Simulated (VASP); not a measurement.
**MgS5: single point with PBE**

The system is MgS5.

```
Mg S
1.0
     4.71836    0.00000    0.00000
    -2.35918    4.08622    0.00000
     0.00000    0.00000    9.16642
Mg S
1 5
Direct
  0.00000 0.00000 0.50000
  0.50000 0.00000 0.00000
  0.00000 0.50000 0.00000
  0.50000 0.50000 0.00000
  0.00000 0.00000 0.74920
  0.00000 0.00000 0.25080
```

- Program: VASP 6.6.1
- Task: single point
- Functional: PBE
- Potentials or basis: VASP PAW PBE potentials, release 64 (Mg, S)
- Cutoff: 520 eV
- k mesh: 6 × 6 × 2
- Occupations: gaussian, width 0.1 eV
- Spin: no spin polarisation
- Dipole correction: no
- Further INCAR settings: ALGO = Normal; EDIFF = 1e-07; NBANDS = 25

```json
{
 "Pressure": "0.1 GPa",
 "Band gap on the k mesh": "zero (band 16 reaches 0.93 eV, above the bottom of band 17 at 0.66 eV)"
}
```

Stress tensor (GPa, compression positive):
```
-0.08  0.00  0.00
 0.00 -0.08  0.00
 0.00  0.00  0.31
```

Levels at points of the mesh, in eV from the Fermi level:
| k point | band 12 | band 13 | band 14 | band 15 | band 16 | band 17 | band 18 | band 19 | band 20 | band 21 |
| --- | --- | --- | --- | --- | --- | --- | --- | --- | --- | --- |
| (0.00, 0.00, 0.00) | -0.31 | -0.31 | -0.09 | -0.09 | -0.08 | -0.08 | 2.17 | 4.43 | 4.70 | 5.97 |
| (0.50, 0.00, 0.00) | -1.28 | -1.21 | -1.00 | -0.66 | -0.49 | -0.06 | -0.05 | 0.75 | 3.65 | 4.07 |
| (0.00, 0.00, 0.50) | -0.39 | -0.39 | -0.08 | -0.08 | 0.01 | 0.01 | 2.70 | 4.43 | 4.85 | 5.47 |
| (0.50, 0.00, 0.50) | -1.27 | -1.26 | -1.25 | -0.76 | -0.40 | -0.10 | 0.06 | 0.65 | 3.84 | 4.12 |

Wall time 72 s on 1 thread of Intel Xeon 6975P-C, with other jobs on the host, peak memory 0.3 GiB.
